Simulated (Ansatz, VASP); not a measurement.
Te: VASP beside Ansatz

```
Te
1.0
     4.44309    0.00000    0.00000
    -2.22154    3.84783    0.00000
     0.00000    0.00000    5.90518
Te
3
Direct
  0.74500 0.00000 0.33333
  0.00000 0.74500 0.66667
  0.25500 0.25500 0.00000
```

Change from the starting cell: volume scaled by 0.99.

Alike in both runs: task single point; functional PBE; k mesh 9 × 9 × 6; occupations fermi-dirac, width 0.08 eV; no spin polarisation.

```csv
,VASP,Ansatz
version,VASP 6.6.1,Ansatz 0.2.0
potentials or method,"VASP PAW PBE potentials, release 64 (Te), cutoff 520 eV","all-electron LAPW, scalar-relativistic"
```

VASP gave:

```
pressure (GPa)                                                : 3.8
traceless stress, the component that is largest in VASP (GPa) : 0.98
rms of the force components (eV/Å)                            : 0.410
```

**Question.** What did Ansatz give for the same quantities?

**Answer.** Pressure (GPa): 3.7; traceless stress, the component that is largest in VASP (GPa): 0.93; rms of the force components (eV/Å): 0.395.

Atom by atom the forces differ by 0.015 eV/Å (rms over components). Ansatz ran all-electron here, and VASP with PAW potentials.

Spin-orbit coupling is off throughout.
